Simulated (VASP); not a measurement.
Input of a VASP 6.6.1 run:

File POSCAR:

```
TiO
1.0
    0.0000000000      2.3038893427      2.3038893427
    2.3038893427      0.0000000000      2.3038893427
    2.3038893427      2.3038893427      0.0000000000
Ti O
1 1
Direct
    0.0000000000      0.0000000000      0.0000000000
    0.2500000000      0.2500000000      0.2500000000
```

File INCAR.step1:

```
PREC = Accurate
ENCUT = 520
ISMEAR = 0
SIGMA = 0.1
LREAL = F
LASPH = T
NELM = 150
ISPIN = 2
MAGMOM = 0.14 0
LMAXMIX = 4
NBANDS = 20
GGA = PE
ALGO = Normal
EDIFF = 1E-4
LWAVE = T
LCHARG = F
```

The input INCAR.step2:

```
PREC = Accurate
ENCUT = 520
EDIFF = 1E-6
ISMEAR = 0
SIGMA = 0.1
LREAL = F
LASPH = T
NELM = 150
ALGO = Normal
ISIF = 2
LWAVE = F
LCHARG = T
ISPIN = 2
MAGMOM = 0.14 0
LORBIT = 11
LMAXMIX = 4
METAGGA = R2SCAN
LMIXTAU = T
LELF = T
LVHAR = T
NBANDS = 20
ISTART = 1
```

KPOINTS

```
regular mesh
0
Gamma
  8 8 8
```

Potentials or basis: VASP PAW PBE potentials, release 64 (Ti_sv, O).

The run is started by

```console
$ cat potpaw_PBE.64/Ti_sv/POTCAR potpaw_PBE.64/O/POTCAR > POTCAR
$ cp INCAR.step1 INCAR
$ mpirun -np 1 vasp_std > vasp.out
$ cp INCAR.step2 INCAR
$ mpirun -np 1 vasp_std > vasp.out
```

Problem. Estimate the pressure.

Solution. 1.2 GPa.

Problem. Estimate the site moments.

Solution. Ti -0.20; O +0.01 μB.

Caveat: a moment this small can come from the mesh or the smearing; the PAW data sets were made with another functional, which shifts forces and pressure a little.
